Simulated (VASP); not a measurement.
# Ga3O2 (Pm-3m) in VASP: notebook, part 2 of 2

VASP 6.6.1. The steps go on from the part before.

## Step 3: Single point, PBE

This run uses another cell than the first one, of 17.21 Å³/atom, 1.208 times its volume.

File INCAR:

```
PREC = Accurate
ENCUT = 520
EDIFF = 1E-7
ISMEAR = 0
SIGMA = 0.1
LREAL = F
LASPH = T
NELM = 80
ALGO = Normal
ISIF = 2
LWAVE = F
LCHARG = T
GGA = PE
LELF = T
LVHAR = T
NBANDS = 34
```

File KPOINTS:

```
Automatic mesh
0
Gamma
  4 4 4
```

File POSCAR:

```
Ga3O2
1.0
    4.4147358342      0.0000000000      0.0000000000
    0.0000000000      4.4147358342      0.0000000000
    0.0000000000      0.0000000000      4.4147358342
Ga O
3 2
Direct
    0.0000000000      0.5000000000      0.5000000000
    0.5000000000      0.0000000000      0.5000000000
    0.5000000000      0.5000000000      0.0000000000
    0.0000000000      0.0000000000      0.0000000000
    0.5000000000      0.5000000000      0.5000000000
```

Potentials or basis: VASP PAW PBE potentials, release 64 (Ga_d, O).

Command:

```bash
$ cat potpaw_PBE.64/Ga_d/POTCAR potpaw_PBE.64/O/POTCAR > POTCAR
$ mpirun -np 1 vasp_std > vasp.out
```

OUTCAR:

```text
PREC = Accurate
   ENCUT = 520
   EDIFF = 1E-7
   ISMEAR = 0
   LREAL = F
   LASPH = T
   NELM = 80
   ISIF = 2
   GGA = PE

 ion  position               nearest neighbor table
   1  0.000  0.500  0.500-   5 2.21   5 2.21
   2  0.500  0.000  0.500-   5 2.21   5 2.21
   3  0.500  0.500  0.000-   5 2.21   5 2.21
   4  0.000  0.000  0.000-
   5  0.500  0.500  0.500-   1 2.21   2 2.21   3 2.21   3 2.21   2 2.21   1 2.21

  LATTYP: Found a simple cubic cell.
 ALAT       =     4.4147358342

  Lattice vectors:

 A1 = (   4.4147358342,   0.0000000000,   0.0000000000)
 A2 = (   0.0000000000,   4.4147358342,   0.0000000000)
 A3 = (   0.0000000000,   0.0000000000,   4.4147358342)

Analysis of symmetry for initial positions (statically):
=====================================================================
 Subroutine PRICEL returns:
 Original cell was already a primitive cell.

 Routine SETGRP: Setting up the symmetry group for a
 simple cubic supercell.

 Subroutine GETGRP returns: Found 48 space group operations
 (whereof 48 operations were pure point group operations)
 out of a pool of 48 trial point group operations.

The static configuration has the point symmetry O_h .

Analysis of symmetry for dynamics (positions and initial velocities):
=====================================================================
 Subroutine PRICEL returns:
 Original cell was already a primitive cell.

 Routine SETGRP: Setting up the symmetry group for a
 simple cubic supercell.

 Subroutine GETGRP returns: Found 48 space group operations
 (whereof 48 operations were pure point group operations)
 out of a pool of 48 trial point group operations.

The dynamic configuration has the point symmetry O_h .

 Subroutine INISYM returns: Found 48 space group operations
[... 105 lines left out ...]
   IALGO  =     38    algorithm
   IMIX   =      4    mixing-type and parameters
     AMIX     =   0.40;   BMIX     =  1.00
     AMIX_MAG =   1.60;   BMIX_MAG =  1.00
  volume/ion in A,a.u.               =      17.21       116.13
  Fermi-wavevector in a.u.,A,eV,Ry     =   1.375182  2.598717 25.730324  1.891125
  Thomas-Fermi vector in A             =   2.500541
   LORBIT       =      0    0 simple, 1 ext, 2 COOP (PROOUT), +10 PAW based schemes
   GGA     = PE    functional components
   LHFCALC =     F    Hartree Fock is set to
   AEXX    =    0.0000 exact exchange contribution
   IVDW    =     0    specifies the selected vdW correction
   LEPSILON=     F    determine dielectric tensor
   LRPA    =     F    only Hartree local field effects (RPA)
 non-spin polarized calculation
 Gauss-broadening in eV      SIGMA  =   0.10
  energy-cutoff  :      520.00
  volume of cell :       86.04
 maximum number of plane-waves:      2360
 NGX is ok and might be reduce to    36
   NGX = 17   NGY = 17   NGZ = 17

 number of electron      50.9999934 magnetization

 Free energy of the ion-electron system (eV)
  ---------------------------------------------------
  ext. energy  EPLUGINS =         0.00000000
  ---------------------------------------------------
  free energy    TOTEN  =       -18.51794717 eV

  energy without entropy =      -18.50992171  energy(sigma->0) =      -18.51393444

 E-fermi :   3.0425     XC(G=0): -10.1234

 val. band max:        2.9563983726   @ k =   0.2500   0.2500   0.0000
 cond. band min:       3.2906679778   @ k =   0.5000   0.2500   0.2500
 fundamental gap:      0.3342696052
 Fermi energy:         3.0424689656

 k-point     1 :       0.0000    0.0000    0.0000
  band No.  band energies     occupation
      1     -16.4980      2.00000
      2     -12.7409      2.00000
      3     -11.4861      2.00000
      4     -11.4861      2.00000
      5     -11.4861      2.00000
      6     -11.4271      2.00000
[... 359 lines left out ...]
     33      11.3815      0.00000
     34      12.7975      0.00000

------------------------ aborting loop because EDIFF is reached ----------------------------------------

  FORCE on cell =-STRESS in cart. coord.  units (eV):
  Direction    XX          YY          ZZ          XY          YZ          ZX
  --------------------------------------------------------------------------------------
  -------------------------------------------------------------------------------------
  Total        0.2431479      0.2431479      0.2431479     -0.0000000      0.0000000      0.0000000
  in kB        4.5275892      4.5275892      4.5275892     -0.0000000      0.0000000      0.0000000
  external PRESSURE =       4.5275892 kB  Pullay stress =       0.0000000 kB

 VOLUME and BASIS-vectors are now :
 -----------------------------------------------------------------------------
  energy-cutoff  :      520.00
  volume of cell :       86.04
      direct lattice vectors                 reciprocal lattice vectors
     4.414735834  0.000000000  0.000000000     0.226514119  0.000000000  0.000000000
     0.000000000  4.414735834  0.000000000     0.000000000  0.226514119  0.000000000
     0.000000000  0.000000000  4.414735834     0.000000000  0.000000000  0.226514119

 POSITION                                       TOTAL-FORCE (eV/Angst)
 -----------------------------------------------------------------------------------
      0.00000      2.20737      2.20737         0.000000      0.000000      0.000000
      2.20737      0.00000      2.20737         0.000000      0.000000      0.000000
      2.20737      2.20737      0.00000         0.000000      0.000000      0.000000
      0.00000      0.00000      0.00000         0.000000      0.000000      0.000000
      2.20737      2.20737      2.20737         0.000000      0.000000      0.000000
 -----------------------------------------------------------------------------------
    total drift:                                0.000000      0.000000      0.000000

  FREE ENERGIE OF THE ION-ELECTRON SYSTEM (eV)
  ---------------------------------------------------
  free  energy   TOTEN  =       -18.5179471656 eV

  energy  without entropy=      -18.5099217068  energy(sigma->0) =      -18.51393444
```

stdout:

```text
POSCAR found type information on POSCAR GaO
 POSCAR found :  2 types and       5 ions
 scaLAPACK will be used
 LDA part: xc-table for (Slater+PW92), standard interpolation
 POSCAR, INCAR and KPOINTS ok, starting setup
 FFT: planning ... GRIDC
 FFT: planning ... GRID_SOFT
 FFT: planning ... GRID
 WAVECAR not read
 entering main loop
```

It took 19 s on 1 thread of Intel Xeon 6975P-C (Granite Rapids), shared host; peak memory 0.2 GiB.

What came out:

```
Free energy : -18.5179 eV
Pressure    : 0.5 GPa
```

Caveat: an odd number of electrons without spin polarisation forces a metal; a magnetic or distorted state may lie lower.

## Step 4: Relaxation of cell and atoms, PBE

File INCAR:

```
SYSTEM = Ga3O2
PREC = Accurate
ENCUT = 600
EDIFF = 1E-7
ISMEAR = 0
SIGMA = 0.1
LREAL = .FALSE.
LASPH = .TRUE.
NELM = 100
ALGO = Normal
ISIF = 3
LWAVE = .FALSE.
LCHARG = .FALSE.
GGA = PE
IBRION = 2
NSW = 90
EDIFFG = -0.04
```

File KPOINTS:

```
Automatic mesh
0
G
  4 4 4
  0 0 0
```

Changes to POSCAR since step 3:

```diff
@@ -2,5 +2,5 @@
 1.0
-    4.4147358342      0.0000000000      0.0000000000
-    0.0000000000      4.4147358342      0.0000000000
-    0.0000000000      0.0000000000      4.4147358342
+    4.1451982300      0.0000000000      0.0000000000
+    0.0000000000      4.1451982300      0.0000000000
+    0.0000000000      0.0000000000      4.1451982300
 Ga O
```

Potentials or basis: VASP PAW PBE potentials, release 64 (Ga_d, O).

Command:

```bash
$ cat potpaw_PBE.64/Ga_d/POTCAR potpaw_PBE.64/O/POTCAR > POTCAR
$ mpirun -np 1 vasp_std > vasp.out
```

OUTCAR:

```text
SYSTEM = Ga3O2
   PREC = Accurate
   ENCUT = 600
   EDIFF = 1E-7
   ISMEAR = 0
   LREAL = .FALSE.
   LASPH = .TRUE.
   NELM = 100
   ISIF = 3
   GGA = PE
   IBRION = 2
   NSW = 90
   EDIFFG = -0.04

 ion  position               nearest neighbor table
   1  0.000  0.500  0.500-   5 2.07   5 2.07
   2  0.500  0.000  0.500-   5 2.07   5 2.07
   3  0.500  0.500  0.000-   5 2.07   5 2.07
   4  0.000  0.000  0.000-
[... 906 lines left out ...]
  -------------------------------------------------------------------------------------
  Total        0.1461907      0.1461907      0.1461907      0.0000000     -0.0000000     -0.0000000
  in kB        2.7131739      2.7131739      2.7131739      0.0000000     -0.0000000     -0.0000000
  external PRESSURE =       2.7131739 kB  Pullay stress =       0.0000000 kB

 VOLUME and BASIS-vectors are now :
 -----------------------------------------------------------------------------
  energy-cutoff  :      600.00
  volume of cell :       86.33
      direct lattice vectors                 reciprocal lattice vectors
     4.419613416  0.000000000  0.000000000     0.226264133 -0.000000000  0.000000000
     0.000000000  4.419613416  0.000000000    -0.000000000  0.226264133 -0.000000000
    -0.000000000  0.000000000  4.419613416    -0.000000000 -0.000000000  0.226264133

 POSITION                                       TOTAL-FORCE (eV/Angst)
 -----------------------------------------------------------------------------------
     -0.00000      2.20981      2.20981        -0.000000      0.000000      0.000000
      2.20981      0.00000      2.20981        -0.000000      0.000000      0.000000
      2.20981      2.20981      0.00000         0.000000     -0.000000      0.000000
      0.00000      0.00000      0.00000         0.000000     -0.000000      0.000000
      2.20981      2.20981      2.20981         0.000000     -0.000000      0.000000
 -----------------------------------------------------------------------------------
    total drift:                                0.000000      0.000000      0.000000

  FREE ENERGIE OF THE ION-ELECTRON SYSTEM (eV)
  ---------------------------------------------------
  free  energy   TOTEN  =       -18.5091874604 eV

  energy  without entropy=      -18.5011581545  energy(sigma->0) =      -18.50517281

 reached required accuracy - stopping structural energy minimisation
```

CONTCAR:

```text
Ga3O2
   1.00000000000000
     4.4196134164466958    0.0000000000000000    0.0000000000000000
     0.0000000000000000    4.4196134164466958    0.0000000000000000
    -0.0000000000000000    0.0000000000000000    4.4196134164466958
  Ga              O
     3     2
Direct
     0.0000000000000000    0.5000000000000000    0.5000000000000000
     0.5000000000000000    0.0000000000000000    0.5000000000000000
     0.5000000000000000    0.5000000000000000    0.0000000000000000
     0.0000000000000000    0.0000000000000000    0.0000000000000000
     0.5000000000000000    0.5000000000000000    0.5000000000000000

  0.00000000E+00  0.00000000E+00  0.00000000E+00
  0.00000000E+00  0.00000000E+00  0.00000000E+00
  0.00000000E+00  0.00000000E+00  0.00000000E+00
  0.00000000E+00  0.00000000E+00  0.00000000E+00
  0.00000000E+00  0.00000000E+00  0.00000000E+00
```

Run time: 29 s. Hardware: 1 thread of Intel Xeon 6975P-C (Granite Rapids), shared host; peak memory 0.21 GiB.

What came out:

- Free energy: -18.5092 eV
- Relaxed volume: 17.27 Å³/atom
- Relaxed cell: a = 4.420 Å, b = 4.420 Å, c = 4.420 Å, α = 90.00°, β = 90.00°, γ = 90.00°
- Space group after relaxing (to 0.05 Å): Pm-3m (No. 221)
- Energy gained by relaxing: 132.1 meV/atom
- Ionic steps: 2
- Pressure after relaxing: 0.3 GPa

The path:
| step | energy change (eV) | largest force (eV/Å) | pressure (GPa) | volume (Å³) |
| --- | --- | --- | --- | --- |
| 1 | 0.0000 | 0.0000 | 15.43 | 71.23 |
| 2 | -0.6604 | 0.0000 | 0.27 | 86.33 |

Final structure:
```xyz
5
Lattice="4.4196 0.0000 0.0000 0.0000 4.4196 0.0000 0.0000 0.0000 4.4196" Properties=species:S:1:pos:R:3 pbc="T T T"
Ga    0.0000    2.2098    2.2098
Ga    2.2098    0.0000    2.2098
Ga    2.2098    2.2098    0.0000
O     0.0000    0.0000    0.0000
O     2.2098    2.2098    2.2098
```

Levels at points of the mesh, in eV from the Fermi level:
```tsv
k point	band 22	band 23	band 24	band 25	band 26	band 27	band 28	band 29	band 30
(0.00, 0.00, 0.00)	-2.03	-2.03	-1.46	-1.46	-1.46	3.71	3.71	3.71	5.54
(0.50, 0.00, 0.00)	-1.58	-1.45	-1.45	-0.63	-0.29	3.01	3.69	3.69	3.72
(0.50, 0.50, 0.00)	-1.95	-1.95	-1.20	-0.63	0.87	0.87	3.09	3.09	4.77
(0.50, 0.50, 0.50)	-2.74	-2.74	0.26	0.26	0.26	1.73	1.73	1.73	2.50
```

Caveat: the k points lie up to 0.36 Å⁻¹ apart in the final cell; the volume moved by over 15 % at a fixed basis, so the end points are rough; an odd number of electrons without spin polarisation forces a metal; a magnetic or distorted state may lie lower.

## Step 5: Overview

```csv
task,cell,cutoff (eV),gap on the mesh (eV),pressure (GPa)
single point,"a = 4.145 Å, 5 atoms",520,none,15.5
single point,"a = 4.415 Å, 5 atoms",520,none,0.5
relaxation of cell and atoms,"relaxed from a = 4.145 Å, 5 atoms",600,none,0.3
```

Alike in all rows: level PBE; potentials or basis VASP PAW PBE potentials, release 64 (Ga_d, O); no spin polarisation; k mesh 4 × 4 × 4; smearing gaussian 0.1 eV.

Caveats: some runs use coarse meshes; an odd number of electrons without spin polarisation forces a metal; a magnetic or distorted state may lie lower; the volume moved by over 15 % at a fixed basis, so the end points are rough (some runs).

Absolute energies hang on the potentials; compare differences alone.
